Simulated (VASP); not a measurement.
# Ta2Tl (Pn-3m) in VASP: notebook

Ta2Tl is run at these levels: PBE; tasks: single point.

All numbers are computed with VASP 6.6.1; they aren't measurements. Logs are shortened: lines on timing, memory, paths and dates and some standing lists are left out, and cuts for length are marked.

### Step 1. The cell of the first run

The structure is cubic, space group Pn-3m (No. 224). Conventional cell: a = 5.206 Å, b = 5.206 Å, c = 5.206 Å, α = 90.00°, β = 90.00°, γ = 90.00°. Within 3.0 Å of Ta (site symmetry -3m) lie 2 Tl at 2.25 Å. Tl (site symmetry -43m) has 4 Ta at 2.25 Å within 3.0 Å.

### Step 2. Single point, PBE

Input file INCAR:

```
  ALGO = Normal
  EDIFF = 1E-6
  ENCUT = 520
  GGA = PE
  ISIF = 2
  ISMEAR = 0
  LASPH = T
  LCHARG = T
  LELF = T
  LREAL = F
  LVHAR = T
  LWAVE = F
  NBANDS = 44
  NELM = 100
  PREC = Accurate
  SIGMA = 0.1
```

Input file KPOINTS:

```
k-points
0
Gamma
  4 4 4
```

Input file POSCAR:

```
Ta2Tl
1.0
    5.2058258148      0.0000000000      0.0000000000
    0.0000000000      5.2058258148      0.0000000000
    0.0000000000      0.0000000000      5.2058258148
Ta Tl
4 2
Direct
    0.2500000000      0.2500000000      0.2500000000
    0.2500000000      0.7500000000      0.7500000000
    0.7500000000      0.7500000000      0.2500000000
    0.7500000000      0.2500000000      0.7500000000
    0.0000000000      0.0000000000      0.0000000000
    0.5000000000      0.5000000000      0.5000000000
```

Potentials or basis: VASP PAW PBE potentials, release 64 (Ta_pv, Tl_d).

Command:

```bash
$ cat potpaw_PBE.64/Ta_pv/POTCAR potpaw_PBE.64/Tl_d/POTCAR > POTCAR
$ mpirun -np 1 vasp_std > vasp.out
```

OUTCAR:

```text
EDIFF = 1E-6
   ENCUT = 520
   GGA = PE
   ISIF = 2
   ISMEAR = 0
   LASPH = T
   LREAL = F
   NELM = 100
   PREC = Accurate

 ion  position               nearest neighbor table
   1  0.250  0.250  0.250-   5 2.25   6 2.25
   2  0.250  0.750  0.750-   5 2.25   6 2.25
   3  0.750  0.750  0.250-   5 2.25   6 2.25
   4  0.750  0.250  0.750-   5 2.25   6 2.25
   5  0.000  0.000  0.000-   1 2.25   2 2.25   3 2.25   4 2.25
   6  0.500  0.500  0.500-   1 2.25   2 2.25   3 2.25   4 2.25

  LATTYP: Found a simple cubic cell.
 ALAT       =     5.2058258148

  Lattice vectors:

 A1 = (   5.2058258148,   0.0000000000,   0.0000000000)
 A2 = (   0.0000000000,   5.2058258148,   0.0000000000)
 A3 = (   0.0000000000,   0.0000000000,   5.2058258148)

Analysis of symmetry for initial positions (statically):
=====================================================================
 Subroutine PRICEL returns:
 Original cell was already a primitive cell.

 Routine SETGRP: Setting up the symmetry group for a
 simple cubic supercell.

 Subroutine GETGRP returns: Found 48 space group operations
 (whereof 24 operations were pure point group operations)
 out of a pool of 48 trial point group operations.

The static configuration has the point symmetry T_d .
 The point group associated with its full space group is O_h .

Analysis of symmetry for dynamics (positions and initial velocities):
=====================================================================
 Subroutine PRICEL returns:
 Original cell was already a primitive cell.

 Routine SETGRP: Setting up the symmetry group for a
 simple cubic supercell.

 Subroutine GETGRP returns: Found 48 space group operations
 (whereof 24 operations were pure point group operations)
 out of a pool of 48 trial point group operations.

The dynamic configuration has the point symmetry T_d .
 The point group associated with its full space group is O_h .

 Subroutine INISYM returns: Found 48 space group operations
 (whereof 24 operations are pure point group operations),
 and found     1 'primitive' translations

----------------------------------------------------------------------------------------

                                     Primitive cell

  volume of cell :     141.0811

  direct lattice vectors                    reciprocal lattice vectors
     5.205825815  0.000000000  0.000000000     0.192092482  0.000000000  0.000000000
     0.000000000  5.205825815  0.000000000     0.000000000  0.192092482  0.000000000
     0.000000000  0.000000000  5.205825815     0.000000000  0.000000000  0.192092482

  length of vectors
     5.205825815  5.205825815  5.205825815     0.192092482  0.192092482  0.192092482

  position of ions in fractional coordinates (direct lattice)
     0.250000000  0.250000000  0.250000000
     0.250000000  0.750000000  0.750000000
     0.750000000  0.750000000  0.250000000
     0.750000000  0.250000000  0.750000000
     0.000000000  0.000000000  0.000000000
     0.500000000  0.500000000  0.500000000

  ion indices of the primitive-cell ions
   primitive index   ion index
                 1           1
                 2           2
                 3           3
                 4           4
                 5           5
                 6           6

----------------------------------------------------------------------------------------

 KPOINTS: k-points

Automatic generation of k-mesh.
 Grid dimensions read from file:
 generate k-points for:    4    4    4

 Generating k-lattice:

  Cartesian coordinates                     Fractional coordinates (reciprocal lattice)
     0.048023120  0.000000000  0.000000000     0.250000000  0.000000000  0.000000000
     0.000000000  0.048023120  0.000000000     0.000000000  0.250000000  0.000000000
     0.000000000  0.000000000  0.048023120     0.000000000  0.000000000  0.250000000

  Length of vectors
     0.048023120  0.048023120  0.048023120

  Shift w.r.t. Gamma in fractional coordinates (k-lattice)
     0.000000000  0.000000000  0.000000000

 Subroutine IBZKPT returns following result:
 ===========================================

 Found     10 irreducible k-points:

 Following reciprocal coordinates:
            Coordinates               Weight
  0.000000  0.000000  0.000000      1.000000
  0.250000  0.000000  0.000000      6.000000
  0.500000  0.000000  0.000000      3.000000
  0.250000  0.250000  0.000000     12.000000
  0.500000  0.250000  0.000000     12.000000
  0.500000  0.500000  0.000000      3.000000
  0.250000  0.250000  0.250000      8.000000
  0.500000  0.250000  0.250000     12.000000
  0.500000  0.500000  0.250000      6.000000
  0.500000  0.500000  0.500000      1.000000
   k-points           NKPTS =     10   k-points in BZ     NKDIM =     10   number of bands    NBANDS=     44
   number of dos      NEDOS =    301   number of ions     NIONS =      6
   total plane-waves  NPLWV =  64000
   dimension x,y,z NGX =    40 NGY =   40 NGZ =   40
   dimension x,y,z NGXF=    80 NGYF=   80 NGZF=   80
   ions per type =               4   2
   NGX,Y,Z   is equivalent  to a cutoff of  12.77, 12.77, 12.77 a.u.
   NGXF,Y,Z  is equivalent  to a cutoff of  25.55, 25.55, 25.55 a.u.
 SYSTEM =  unknown system
   PREC   = accura    normal or accurate (medium, high low for compatibility)
   ISTART =      0    job   : 0-new  1-cont  2-samecut
   ICHARG =      2    charge: 1-file 2-atom 10-const
   ISPIN  =      1    spin polarized calculation?
   LNONCOLLINEAR =      F non collinear calculations
   LSORBIT =      F    spin-orbit coupling
   LASPH  =      T    aspherical Exc in radial PAW
   ENCUT  =  520.0 eV  38.22 Ry    6.18 a.u.   9.68  9.68  9.68*2*pi/ulx,y,z
   NELM   =    100;   NELMIN=  2; NELMDL= -5     # of ELM steps
   EDIFF  = 0.1E-05   stopping-criterion for ELM
   LREAL  =      F    real-space projection
   EDIFFG = 0.1E-04   stopping-criterion for IOM
   NSW    =      0    number of steps for IOM
   IBRION =     -1    ionic relax: 0-MD 1-quasi-New 2-CG
   NFREE  =      0    steps in history (QN), initial steepest desc. (CG)
   ISIF   =      2    stress and relaxation
   ISYM   =      2    0-nonsym 1-usesym 2-fastsym
   POTIM  = 0.5000    time-step for ionic-motion
   TEBEG  =    0.0;   TEEND  =   0.0 temperature during run
   PSTRESS=    0.0 pullay stress
   NELECT =      70.0000    total number of electrons
   NUPDOWN=      -1.0000    fix difference up-down
   EMIN   =  10.00;   EMAX   =-10.00  energy-range for DOS
   EFERMI =   0.00;   METHOD = LEGACY
   ISMEAR =     0;   SIGMA  =   0.10  broadening in eV -4-tet -1-fermi 0-gaus
   EFERMI_NEDOS =   21; number of points for ismear=-14 and -15
   IALGO  =     38    algorithm
   IMIX   =      4    mixing-type and parameters
     AMIX     =   0.40;   BMIX     =  1.00
     AMIX_MAG =   1.60;   BMIX_MAG =  1.00
  volume/ion in A,a.u.               =      23.51       158.68
  Fermi-wavevector in a.u.,A,eV,Ry     =   1.296038  2.449157 22.853918  1.679716
  Thomas-Fermi vector in A             =   2.427520
   LORBIT       =      0    0 simple, 1 ext, 2 COOP (PROOUT), +10 PAW based schemes
   GGA     = PE    functional components
   LHFCALC =     F    Hartree Fock is set to
   AEXX    =    0.0000 exact exchange contribution
   IVDW    =     0    specifies the selected vdW correction
   LEPSILON=     F    determine dielectric tensor
   LRPA    =     F    only Hartree local field effects (RPA)
 non-spin polarized calculation
 Gauss-broadening in eV      SIGMA  =   0.10
  energy-cutoff  :      520.00
  volume of cell :      141.08
 maximum number of plane-waves:      3840
 NGX is ok and might be reduce to    40
   NGX = 19   NGY = 19   NGZ = 19

 number of electron      69.9999998 magnetization

 Free energy of the ion-electron system (eV)
  ---------------------------------------------------
  ext. energy  EPLUGINS =         0.00000000
  ---------------------------------------------------
  free energy    TOTEN  =       -22.75228566 eV

  energy without entropy =      -22.69885701  energy(sigma->0) =      -22.72557133

 E-fermi :   5.6304     XC(G=0): -11.0245

 val. band max:        5.6158269817   @ k =   0.5000   0.5000   0.2500
 cond. band min:       5.6617173402   @ k =   0.2500   0.2500   0.0000
 fundamental gap:      0.0458903584
 Fermi energy:         5.6303605657

 k-point     1 :       0.0000    0.0000    0.0000
  band No.  band energies     occupation
      1     -30.3771      2.00000
      2     -30.2512      2.00000
      3     -30.2512      2.00000
      4     -30.2512      2.00000
      5     -29.5348      2.00000
      6     -29.5348      2.00000
[... 36 lines left out ...]
     43       8.0687      0.00000
     44       8.0737      0.00000

 k-point     2 :       0.2500    0.0000    0.0000
  band No.  band energies     occupation
      1     -30.3590      2.00000
      2     -30.2700      2.00000
      3     -30.2512      2.00000
      4     -30.2512      2.00000
      5     -29.5238      2.00000
      6     -29.5213      2.00000
[... 36 lines left out ...]
     43       7.7852      0.00000
     44       7.7852      0.00000

 k-point     3 :       0.5000    0.0000    0.0000
  band No.  band energies     occupation
      1     -30.3148      2.00000
      2     -30.3148      2.00000
      3     -30.2512      2.00000
      4     -30.2512      2.00000
      5     -29.4974      2.00000
      6     -29.4974      2.00000
[... 36 lines left out ...]
     43       7.5698      0.00000
     44       7.5698      0.00000

 k-point     4 :       0.2500    0.2500    0.0000
  band No.  band energies     occupation
      1     -30.3464      2.00000
      2     -30.2839      2.00000
      3     -30.2510      2.00000
      4     -30.2506      2.00000
      5     -29.5146      2.00000
      6     -29.5139      2.00000
[... 224 lines left out ...]
     43       7.5257      0.00000
     44       7.8092      0.00000

 k-point     9 :       0.5000    0.5000    0.2500
  band No.  band energies     occupation
      1     -30.3632      2.00000
      2     -30.2694      2.00000
      3     -30.2499      2.00000
      4     -30.2499      2.00000
      5     -29.5114      2.00000
      6     -29.5114      2.00000
[... 36 lines left out ...]
     43       7.6224      0.00000
     44       7.6225      0.00000

 k-point    10 :       0.5000    0.5000    0.5000
  band No.  band energies     occupation
      1     -30.3825      2.00000
      2     -30.2500      2.00000
      3     -30.2500      2.00000
      4     -30.2500      2.00000
      5     -29.5202      2.00000
      6     -29.5202      2.00000
[... 36 lines left out ...]
     43       7.9412      0.00000
     44       8.3521      0.00000

------------------------ aborting loop because EDIFF is reached ----------------------------------------

  FORCE on cell =-STRESS in cart. coord.  units (eV):
  Direction    XX          YY          ZZ          XY          YZ          ZX
  --------------------------------------------------------------------------------------
  -------------------------------------------------------------------------------------
  Total       45.4119340     45.4119340     45.4119340     -0.0000000      0.0000000      0.0000000
  in kB      515.7172791    515.7172791    515.7172791     -0.0000000      0.0000000      0.0000000
  external PRESSURE =     515.7172791 kB  Pullay stress =       0.0000000 kB

 VOLUME and BASIS-vectors are now :
 -----------------------------------------------------------------------------
  energy-cutoff  :      520.00
  volume of cell :      141.08
      direct lattice vectors                 reciprocal lattice vectors
     5.205825815  0.000000000  0.000000000     0.192092482  0.000000000  0.000000000
     0.000000000  5.205825815  0.000000000     0.000000000  0.192092482  0.000000000
     0.000000000  0.000000000  5.205825815     0.000000000  0.000000000  0.192092482

 POSITION                                       TOTAL-FORCE (eV/Angst)
 -----------------------------------------------------------------------------------
      1.30146      1.30146      1.30146        -0.000000      0.000000     -0.000000
      1.30146      3.90437      3.90437         0.000000      0.000000      0.000000
      3.90437      3.90437      1.30146         0.000000      0.000000     -0.000000
      3.90437      1.30146      3.90437        -0.000000     -0.000000     -0.000000
      0.00000      0.00000      0.00000         0.000000     -0.000000      0.000000
      2.60291      2.60291      2.60291         0.000000     -0.000000      0.000000
 -----------------------------------------------------------------------------------
    total drift:                                0.000000     -0.000000     -0.000000

  FREE ENERGIE OF THE ION-ELECTRON SYSTEM (eV)
  ---------------------------------------------------
  free  energy   TOTEN  =       -22.7522856574 eV

  energy  without entropy=      -22.6988570072  energy(sigma->0) =      -22.72557133
```

Run time: 35 s. Hardware: 1 thread of Intel Xeon 6975P-C (Granite Rapids), shared host; peak memory 0.25 GiB.

Results:

```yaml
Free_energy: -22.7523 eV
Pressure: 51.6 GPa
Band_gap_on_the_k_mesh: zero (band 35 reaches 6.50 eV, above the bottom of band 36 at 5.40 eV)
```

Caveat: spin-orbit coupling is left out, which moves the levels of the heavy elements.

[end of part 1 of 2]
